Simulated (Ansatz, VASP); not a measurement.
Two plane-wave programs on InP

The input INCAR:

```
PREC = Accurate ; ENCUT = 520
EDIFF = 1E-6 ; ISMEAR = 0
SIGMA = 0.05 ; LREAL = F
LASPH = T ; NELM = 80
ALGO = Normal ; ISIF = 2
LWAVE = F ; LCHARG = F
GGA = PS ; NBANDS = 16
```

Contents of KPOINTS:

```
regular mesh
0
Gamma
  14 14 14
```

File POSCAR:

```
InP
1.0
    0.0000000000      2.9392657837      2.9392657837
    2.9392657837      0.0000000000      2.9392657837
    2.9392657837      2.9392657837      0.0000000000
In P
1 1
Direct
    0.0000000000      0.0000000000      0.0000000000
    0.2500000000      0.2500000000      0.2500000000
```

Input for Ansatz:

```yaml
crystal:
  lattice:
    - [0.0, 2.9392657837, 2.9392657837]
    - [2.9392657837, 0.0, 2.9392657837]
    - [2.9392657837, 2.9392657837, 0.0]
  atoms:
    - { symbol: In, position: [0.0, 0.0, 0.0] }
    - { symbol: P, position: [0.25, 0.25, 0.25] }
basis:
  ecutwfc: 420
  ecutrho_ratio: 4
kpoints:
  mp_grid: { grid: [14, 14, 14] }
hamiltonian:
  xc: pbesol
scf:
  occupations: { method: gaussian, width: 0.05 }
output:
  forces: true
  stress: true
  eigenvalues: true
```

Alike in both runs: task single point; functional PBEsol; k mesh 14 × 14 × 14; occupations gaussian, width 0.05 eV; no spin polarisation.

|  | VASP | Ansatz |
| --- | --- | --- |
| version | VASP 6.6.1 | Ansatz 0.2.0 |
| potentials or method | VASP PAW PBE potentials, release 64 (In_d, P), cutoff 520 eV | scalar-relativistic, plane waves, PAW |
| valence electrons in the cell | 18 | 18 |

|  | VASP | Ansatz | Ansatz less VASP |
| --- | --- | --- | --- |
| gap on the k mesh at the Fermi level (eV) | 0.57 | 0.57 | +0.002 |
| least direct gap on the mesh (eV) | 0.57 | 0.57 | +0.002 |
| pressure (GPa) | 0.0 | 0.0 | +0.02 |

VASP's potentials were made for PBE, not for PBEsol. With one functional, cell and mesh, what is left measures potentials, basis and numerics.
